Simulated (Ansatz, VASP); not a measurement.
**One calculation of ZrO2, two programs**

The input INCAR:

```
PREC = Accurate
ENCUT = 600
EDIFF = 1E-6
ISMEAR = -1
SIGMA = 0.02
LREAL = F
LASPH = T
NELM = 120
ALGO = Normal
ISIF = 2
LWAVE = F
LCHARG = F
GGA = PE
NBANDS = 19
GGA_COMPAT = F
```

KPOINTS

```
Automatic mesh
0
Gamma
  8 8 8
```

POSCAR

```
ZrO2
1.0
    0.0000000000      2.4762608249      2.4762608249
    2.4762608249      0.0000000000      2.4762608249
    2.4762608249      2.4762608249      0.0000000000
Zr O
1 2
Direct
    0.0000000000      0.0000000000      0.0000000000
    0.2500000000      0.2500000000      0.2500000000
    0.7500000000      0.7500000000      0.7500000000
```

Input for Ansatz:

```yaml
crystal:
  lattice:
    - [0.0, 2.4762608249, 2.4762608249]
    - [2.4762608249, 0.0, 2.4762608249]
    - [2.4762608249, 2.4762608249, 0.0]
  atoms:
    - { symbol: Zr, position: [0.0, 0.0, 0.0] }
    - { symbol: O, position: [0.25, 0.25, 0.25] }
    - { symbol: O, position: [0.75, 0.75, 0.75] }
kpoints:
  mp_grid: { grid: [8, 8, 8] }
  band_path:
    path:
      - [0.0, 0.0, 0.0]
      - [0.5, 0.0, 0.5]
      - [0.625, 0.25, 0.625]
      - [0.375, 0.375, 0.75]
      - [0.5, 0.5, 0.5]
      - [0.5, 0.25, 0.75]
      - [0.0, 0.5, 0.5]
    npoints: 1
hamiltonian:
  xc: pbe
scf:
  occupations: { method: fermi_dirac, width: 0.02 }
  n_extra_bands: 4
output:
  forces: true
  stress: true
  eigenvalues: true
```

Change from the starting cell: hydrostatic strain -2.7%.

Alike in both runs: task single point; functional PBE; k mesh 8 × 8 × 8; occupations fermi-dirac, width 0.02 eV; no spin polarisation.

|  | VASP | Ansatz |
| --- | --- | --- |
| version | VASP 6.6.1 | Ansatz 0.2.0 |
| potentials or method | VASP PAW PBE potentials, release 64 (Zr_sv, O) | plane waves, PAW |
| plane-wave cutoff (eV) | 600 | 420 |
| valence electrons in the cell | 24 | 24 |

VASP gave:

```
gap on the k mesh at the Fermi level (eV) : 3.57
pressure (GPa)                            : 28.4
```

**Question.** Which values does Ansatz return?

**Answer.** gap on the k mesh at the Fermi level (eV): 3.58; pressure (GPa): 28.2.

Both programs put the cell under a high pressure, so it lies far from rest at this level. The functional is the same, so the differences come from potentials, cutoffs and numerics.
